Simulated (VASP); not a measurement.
# Ba8LiTi8O24 (a cell with a defect) in VASP: a series of runs

The runs below take Ba8LiTi8O24 (a cell with a defect) through single point, with PBE.

Program: VASP 6.6.1. These are calculated values, not measurements. Logs are shortened: lines on timing, memory, paths and dates and some standing lists are left out, and cuts for length are marked.

**1. The cell of the first run**

The cell holds a defect, 41 atoms: a = 7.940 Å, b = 7.940 Å, c = 7.940 Å, α = 90.00°, β = 90.00°, γ = 90.00°.

**2. Single point, PBE**

The input, INCAR:

```
ALGO     = Normal         # electronic algorithm
EDIFF    = 1E-6           # SCF threshold, eV
ENCUT    = 650            # plane-wave cutoff, eV
GGA      = PE             # functional
GGA_COMPAT= F            
ISIF     = 2              # what is computed and relaxed
ISMEAR   = -1             # smearing method
KPAR     = 2            
LASPH    = T              # aspherical terms in the spheres
LCHARG   = T              # write CHGCAR
LREAL    = Auto         
LVHAR    = T            
LWAVE    = F              # write WAVECAR
NBANDS   = 188            # bands
NCORE    = 2            
NELECT   = 322.0        
NELM     = 120            # most SCF steps
PREC     = Accurate       # precision mode
SIGMA    = 0.05           # smearing width, eV
```

The input, KPOINTS:

```
k-points
0
Gamma
  2 2 2
```

The input, POSCAR:

```
Ba8LiTi8O24
1.0
    7.9400000000      0.0000000000      0.0000000000
    0.0000000000      7.9400000000      0.0000000000
    0.0000000000      0.0000000000      7.9400000000
Ba Ti O Li
8 8 24 1
Direct
    0.0004030227     -0.0179596977      0.0152518892
   -0.0103526448      0.0128463476      0.4982745592
    0.0238035264      0.4833249370      0.0181108312
   -0.0409319899      0.5334886650      0.5473299748
    0.5336272040     -0.0004534005     -0.0006801008
    0.5066120907      0.0053904282      0.4982871537
    0.4893073048      0.4939420655     -0.0093324937
    0.5012846348      0.5007430730      0.4879093199
    0.2773677582      0.2152896725      0.1905667506
    0.2562972292      0.2487027708      0.6942947103
    0.2412216625      0.7332367758      0.2698614610
    0.2608312343      0.7451637280      0.7564609572
    0.7468010076      0.2376700252      0.2339546599
    0.7391057935      0.2888916877      0.7437783375
    0.7309193955      0.7334130982      0.2526700252
    0.7558564232      0.7826070529      0.7698992443
    0.2361209068      0.2273047859     -0.0155667506
    0.0015113350      0.2045969773      0.2279219144
    0.2976070529     -0.0217254408      0.2140302267
    0.2664861461      0.2440554156      0.4694080605
    0.0066624685      0.2117632242      0.7193828715
    0.2905919395     -0.0135264484      0.7540176322
    0.2195214106      0.7451637280     -0.0223929471
   -0.0215365239      0.7295843829      0.2744332494
    0.2584760705      0.4803274559      0.2418513854
    0.2561083123      0.7462720403      0.4958942065
   -0.0197732997      0.7909445844      0.7499748111
    0.2174685139      0.4791687657      0.7350377834
    0.7846725441      0.2681360202     -0.0060075567
    0.5127833753      0.2347229219      0.2009068010
    0.7364483627     -0.0039168766      0.2626574307
    0.7488287154      0.2646221662      0.4770151134
    0.5026196474      0.2653652393      0.7423929471
    0.7384760705      0.0110201511      0.7291561713
    0.7668387909      0.7720025189      0.0026070529
    0.4659319899      0.7105919395      0.2275062972
    0.7390554156      0.5050251889      0.2656549118
    0.7230730479      0.7355667506      0.4956801008
    0.4770780856      0.7085390428      0.7640931990
    0.7453274559      0.5067254408      0.7892065491
    0.1023047859      0.3512090680      0.3458564232
```

Potentials or basis: VASP PAW PBE potentials, release 64 (Ba_sv, Ti_sv, O, Li_sv).

Launch:

```console
cat potpaw_PBE.64/Ba_sv/POTCAR potpaw_PBE.64/Ti_sv/POTCAR potpaw_PBE.64/O/POTCAR potpaw_PBE.64/Li_sv/POTCAR > POTCAR
mpirun -np 4 vasp_std > vasp.out
```

OUTCAR:

```text
EDIFF = 1E-6
   ENCUT = 650
   GGA = PE
   ISIF = 2
   ISMEAR = -1
   LASPH = T
   LREAL = Auto
   NELECT = 322.0
   NELM = 120
   PREC = Accurate

 ion  position               nearest neighbor table
   1  0.000  0.982  0.015-  18 2.44  35 2.50  23 2.58  27 2.60  17 2.71  19 2.84  29 2.85  31 2.87
                            24 2.88  21 2.97  34 3.09  22 3.10  16 3.17   9 3.19  13 3.35  11 3.41
   2  0.990  0.013  0.498-  21 2.37  18 2.63  27 2.67  34 2.71  31 2.75  32 2.77  24 2.87  20 2.87
                            26 2.99  38 3.05  41 3.08  22 3.14  10 3.23  19 3.34  13 3.36  16 3.38
   3  0.024  0.483  0.018-  29 2.56  25 2.57  23 2.62  17 2.65  28 2.72  18 2.78  24 2.85  40 2.87
                            41 2.87  37 3.00  35 3.07  21 3.21   9 3.23  27 3.26  11 3.30  13 3.40
   4  0.959  0.533  0.547-  41 2.44  38 2.50  40 2.57  28 2.57  27 2.61  24 2.67  32 2.77  37 2.85
                            21 2.92  26 2.93  14 3.04  16 3.10  15 3.36  12 3.36  10 3.47  11 3.52
   5  0.534  1.000  0.999-  30 2.46  19 2.54  35 2.59  31 2.64  34 2.69  22 2.74  29 2.92  33 2.95
                            36 2.97  17 2.98  39 3.00   9 3.06  16 3.07  13 3.15  23 3.21  15 3.31
   6  0.507  0.005  0.498-  34 2.60  31 2.61  22 2.66  20 2.70  38 2.75  19 2.81  32 2.82  33 2.83
                            26 2.86  30 2.98  39 3.17  10 3.18  36 3.19  13 3.38  15 3.41  16 3.42
   7  0.489  0.494  0.991-  39 2.48  36 2.56  40 2.59  30 2.66  33 2.68  25 2.71  17 2.92  23 2.93
                            37 2.95  29 2.95  28 2.97  35 3.12   9 3.20  14 3.23  12 3.28  15 3.41
   8  0.501  0.501  0.488-  38 2.57  37 2.58  36 2.67  32 2.72  25 2.75  39 2.75  33 2.75  26 2.76
                            20 2.77  28 2.99  40 3.08  30 3.11  15 3.20  10 3.24  14 3.24  11 3.27
   9  0.277  0.215  0.191-  17 1.67  30 1.88  19 1.90  25 2.15  41 2.15  18 2.21  20 2.23   5 3.06
                             1 3.19   7 3.20   3 3.23   6 3.47   2 3.71   8 3.72
  10  0.256  0.249  0.694-  20 1.79  28 1.88  33 2.00  21 2.01  22 2.15  17 2.32   6 3.18   2 3.23
                             8 3.24   4 3.47   7 3.57   3 3.67   5 3.82
  11  0.241  0.733  0.270-  26 1.80  36 1.82  25 2.03  19 2.05  24 2.09  23 2.33   8 3.27   3 3.30
                             1 3.41   2 3.49   4 3.52   6 3.52   7 3.52   5 3.80
  12  0.261  0.745  0.756-  39 1.74  23 1.79  22 1.93  26 2.07  28 2.15  27 2.26   7 3.28   4 3.36
                             8 3.46   1 3.47   3 3.49   6 3.50   5 3.53   2 3.65
  13  0.747  0.238  0.234-  30 1.88  31 1.93  32 1.94  29 1.94  18 2.04  37 2.14   5 3.15   1 3.35
                             2 3.36   6 3.38   3 3.40   7 3.47   8 3.50   4 3.81
  14  0.739  0.289  0.744-  40 1.77  33 1.89  29 2.03  32 2.13  34 2.21  21 2.22   4 3.04   7 3.23
                             8 3.24   5 3.47   3 3.50   6 3.50   2 3.54
  15  0.731  0.733  0.253-  37 1.82  38 1.93  24 1.97  35 2.03  31 2.09  36 2.12   8 3.20   5 3.31
                             4 3.36   7 3.41   6 3.41   1 3.47   3 3.58   2 3.60
  16  0.756  0.783  0.770-  27 1.79  34 1.85  35 1.85  40 2.20  38 2.22  39 2.29   5 3.07   4 3.10
                             1 3.17   2 3.38   6 3.42   7 3.58   3 3.75   8 3.76
  17  0.236  0.227  0.984-   9 1.67  10 2.32   3 2.65   1 2.71   7 2.92   5 2.98
  18  0.002  0.205  0.228-  41 1.69  13 2.04   9 2.21   1 2.44   2 2.63   3 2.78
  19  0.298  0.978  0.214-   9 1.90  11 2.05   5 2.54   6 2.81   1 2.84   2 3.34
  20  0.266  0.244  0.469-  10 1.79  41 1.84   9 2.23   6 2.70   8 2.77   2 2.87
  21  0.007  0.212  0.719-  10 2.01  14 2.22   2 2.37   4 2.92   1 2.97   3 3.21
  22  0.291  0.986  0.754-  12 1.93  10 2.15   6 2.66   5 2.74   1 3.10   2 3.14
[... 16 lines left out ...]
  39  0.477  0.709  0.764-  12 1.74  16 2.29   7 2.48   8 2.75   5 3.00   6 3.17
  40  0.745  0.507  0.789-  14 1.77  16 2.20   4 2.57   7 2.59   3 2.87   8 3.08
  41  0.102  0.351  0.346-  18 1.69  25 1.81  20 1.84   9 2.15   4 2.44   3 2.87   2 3.08   8 3.57

  LATTYP: Found a simple cubic cell.
 ALAT       =     7.9400000000

  Lattice vectors:

 A1 = (   7.9400000000,   0.0000000000,   0.0000000000)
 A2 = (   0.0000000000,   7.9400000000,   0.0000000000)
 A3 = (   0.0000000000,   0.0000000000,   7.9400000000)

Analysis of symmetry for initial positions (statically):
=====================================================================
 Subroutine PRICEL returns:
 Original cell was already a primitive cell.

 Routine SETGRP: Setting up the symmetry group for a
 simple cubic supercell.

 Subroutine GETGRP returns: Found  1 space group operations
 (whereof  1 operations were pure point group operations)
 out of a pool of 48 trial point group operations.

The static configuration has the point symmetry C_1 .

Analysis of symmetry for dynamics (positions and initial velocities):
=====================================================================
 Subroutine PRICEL returns:
 Original cell was already a primitive cell.

 Routine SETGRP: Setting up the symmetry group for a
 simple cubic supercell.

[... 127 lines left out ...]
     0.062972292  0.062972292  0.062972292

  Shift w.r.t. Gamma in fractional coordinates (k-lattice)
     0.000000000  0.000000000  0.000000000

 Subroutine IBZKPT returns following result:
 ===========================================

 Found      8 irreducible k-points:

 Following reciprocal coordinates:
            Coordinates               Weight
  0.000000  0.000000  0.000000      1.000000
  0.500000  0.000000  0.000000      1.000000
  0.000000  0.500000  0.000000      1.000000
  0.000000  0.000000  0.500000      1.000000
  0.500000  0.500000  0.000000      1.000000
  0.000000  0.500000  0.500000      1.000000
  0.500000  0.000000  0.500000      1.000000
  0.500000  0.500000  0.500000      1.000000
   k-points           NKPTS =      8   k-points in BZ     NKDIM =      8   number of bands    NBANDS=    188
   number of dos      NEDOS =    301   number of ions     NIONS =     41
   total plane-waves  NPLWV = 343000
   dimension x,y,z NGX =    70 NGY =   70 NGZ =   70
   dimension x,y,z NGXF=   140 NGYF=  140 NGZF=  140
   ions per type =               8   8  24   1
   NGX,Y,Z   is equivalent  to a cutoff of  14.66, 14.66, 14.66 a.u.
   NGXF,Y,Z  is equivalent  to a cutoff of  29.31, 29.31, 29.31 a.u.
 SYSTEM =  unknown system
   PREC   = accura    normal or accurate (medium, high low for compatibility)
   ISTART =      0    job   : 0-new  1-cont  2-samecut
   ICHARG =      2    charge: 1-file 2-atom 10-const
   ISPIN  =      1    spin polarized calculation?
   LNONCOLLINEAR =      F non collinear calculations
   LSORBIT =      F    spin-orbit coupling
   LASPH  =      T    aspherical Exc in radial PAW
   ENCUT  =  650.0 eV  47.77 Ry    6.91 a.u.  16.51 16.51 16.51*2*pi/ulx,y,z
   NELM   =    120;   NELMIN=  2; NELMDL= -5     # of ELM steps
   EDIFF  = 0.1E-05   stopping-criterion for ELM
   LREAL  =      T    real-space projection
   EDIFFG = 0.1E-04   stopping-criterion for IOM
   NSW    =      0    number of steps for IOM
   IBRION =     -1    ionic relax: 0-MD 1-quasi-New 2-CG
   NFREE  =      0    steps in history (QN), initial steepest desc. (CG)
   ISIF   =      2    stress and relaxation
   ISYM   =      2    0-nonsym 1-usesym 2-fastsym
   POTIM  = 0.5000    time-step for ionic-motion
   TEBEG  =    0.0;   TEEND  =   0.0 temperature during run
   PSTRESS=    0.0 pullay stress
   NELECT =     322.0000    total number of electrons
   NUPDOWN=      -1.0000    fix difference up-down
   EMIN   =  10.00;   EMAX   =-10.00  energy-range for DOS
   EFERMI =   0.00;   METHOD = LEGACY
   ISMEAR =    -1;   SIGMA  =   0.05  broadening in eV -4-tet -1-fermi 0-gaus
   EFERMI_NEDOS =   21; number of points for ismear=-14 and -15
   IALGO  =     38    algorithm
   IMIX   =      4    mixing-type and parameters
     AMIX     =   0.40;   BMIX     =  1.00
     AMIX_MAG =   1.60;   BMIX_MAG =  1.00
  volume/ion in A,a.u.               =      12.21        82.39
  Fermi-wavevector in a.u.,A,eV,Ry     =   1.413209  2.670577 27.172993  1.997159
  Thomas-Fermi vector in A             =   2.534878
   LORBIT       =      0    0 simple, 1 ext, 2 COOP (PROOUT), +10 PAW based schemes
   GGA     = PE    functional components
   LHFCALC =     F    Hartree Fock is set to
   AEXX    =    0.0000 exact exchange contribution
   IVDW    =     0    specifies the selected vdW correction
   LEPSILON=     F    determine dielectric tensor
   LRPA    =     F    only Hartree local field effects (RPA)
 non-spin polarized calculation
  energy-cutoff  :      650.00
  volume of cell :      500.57
 maximum number of plane-waves:     18882
 NGX is ok and might be reduce to    70
   NGX = 33   NGY = 33   NGZ = 33

 number of electron     321.9999984 magnetization

 Free energy of the ion-electron system (eV)
  ---------------------------------------------------
  ext. energy  EPLUGINS =         0.00000000
  ---------------------------------------------------
  free energy    TOTEN  =      -318.06716614 eV

  energy without entropy =     -318.06716613  energy(sigma->0) =     -318.06716613

 E-fermi :   5.2001     XC(G=0): -11.3716

 val. band max:        4.2733515580   @ k =   0.0000   0.0000   0.0000
 cond. band min:       6.1118403917   @ k =   0.0000   0.0000   0.0000
 fundamental gap:      1.8384888337
 Fermi energy:         5.2000671602

 k-point     1 :       0.0000    0.0000    0.0000
  band No.  band energies     occupation
      1     -52.5606      2.00000
      2     -52.3611      2.00000
      3     -52.2964      2.00000
      4     -52.2340      2.00000
      5     -52.2164      2.00000
      6     -52.1818      2.00000
[... 1397 lines left out ...]
    172       7.4773      0.00000
    173       7.5299      0.00000
 [bands above 173 left out]

------------------------ aborting loop because EDIFF is reached ----------------------------------------

  FORCE on cell =-STRESS in cart. coord.  units (eV):
  Direction    XX          YY          ZZ          XY          YZ          ZX
  --------------------------------------------------------------------------------------
  -------------------------------------------------------------------------------------
  Total       47.4324456     47.2471275     55.1122336     -3.8147926      6.9398007     -4.5848879
  in kB      151.8184639    151.2253105    176.3993935    -12.2101222     22.2124301    -14.6749895
  external PRESSURE =     159.8143893 kB  Pullay stress =       0.0000000 kB

 VOLUME and BASIS-vectors are now :
 -----------------------------------------------------------------------------
  energy-cutoff  :      650.00
  volume of cell :      500.57
      direct lattice vectors                 reciprocal lattice vectors
     7.940000000  0.000000000  0.000000000     0.125944584  0.000000000  0.000000000
     0.000000000  7.940000000  0.000000000     0.000000000  0.125944584  0.000000000
     0.000000000  0.000000000  7.940000000     0.000000000  0.000000000  0.125944584

 POSITION                                       TOTAL-FORCE (eV/Angst)
 -----------------------------------------------------------------------------------
      0.00320      7.79740      0.12110         0.862274      0.478159     -1.246748
      7.85780      0.10200      3.95630         0.047685     -1.598575     -0.865615
      0.18900      3.83760      0.14380        -1.376807      0.755247     -1.240559
      7.61500      4.23590      4.34580         1.141145      0.027981     -1.377365
      4.23700      7.93640      7.93460        -1.598745     -0.982948     -1.883622
      4.02250      0.04280      3.95640        -0.241969     -0.779667     -0.258591
[... 33 lines left out ...]
      5.91790      4.02340      6.26630         0.693407      0.969341     -1.416065
      0.81230      2.78860      2.74610        -0.285594      0.893646      1.400921
 -----------------------------------------------------------------------------------
    total drift:                               -0.021561      0.054213     -0.018873

  FREE ENERGIE OF THE ION-ELECTRON SYSTEM (eV)
  ---------------------------------------------------
  free  energy   TOTEN  =      -318.0671661405 eV

  energy  without entropy=     -318.0671661288  energy(sigma->0) =     -318.06716613
```

It took 15 min on 4 MPI ranks of AMD EPYC 7R43 (Zen 3), shared host; peak memory 0.62 GiB.

Results:

| Quantity | Value |
| --- | --- |
| Free energy | -318.0672 eV |
| Largest force | 3.922 eV/Å |

Forces in eV/Å, atoms in the order of the input:
```
Ba   0.862  0.478 -1.247
Ba   0.048 -1.599 -0.866
Ba  -1.377  0.755 -1.241
Ba   1.141  0.028 -1.377
Ba  -1.599 -0.983 -1.884
Ba  -0.242 -0.780 -0.259
Ba  -0.068  0.211  0.464
Ba  -0.936 -0.121  0.196
Ti   0.394 -1.211  3.026
Ti  -2.058 -0.717  3.261
Ti  -0.046  0.366 -1.247
Ti  -1.074  1.890  0.063
Ti   1.621  0.338  0.850
Ti   1.187 -3.635  0.585
Ti   1.324  0.334  0.889
Ti  -0.552 -0.309 -1.270
O    0.582  0.721 -2.529
O    0.396  1.459  0.870
O   -1.923  0.478  1.133
O   -0.419 -0.451 -0.228
O    0.251  2.113  0.736
O   -0.838  0.860 -1.033
O    0.245 -1.006  1.514
O    1.243  0.337 -0.704
O   -1.150 -0.427  0.158
O   -0.655 -0.028 -0.066
O    0.319 -1.561 -0.966
O    0.753  0.281 -0.028
O   -1.576 -1.064 -0.487
O   -0.226  0.893  0.963
O    0.100  0.102 -0.572
O   -0.078  0.235  1.491
O    0.391 -0.089 -0.157
O   -0.608 -0.579  0.843
O   -1.371 -1.078  0.436
O    2.710  1.121  0.255
O    0.360 -1.181 -1.664
O   -0.364  1.222  0.779
O    2.823  0.730 -0.672
O    0.693  0.969 -1.416
Li  -0.286  0.894  1.401
```

Caveat: the cell carries a net charge on a neutralising background, which shifts energy and pressure; the cell is charged against a uniform background, so pressure and absolute levels hang on convention; spin-orbit coupling is left out, which moves the levels of the heavy elements.

[end of part 1 of 2]
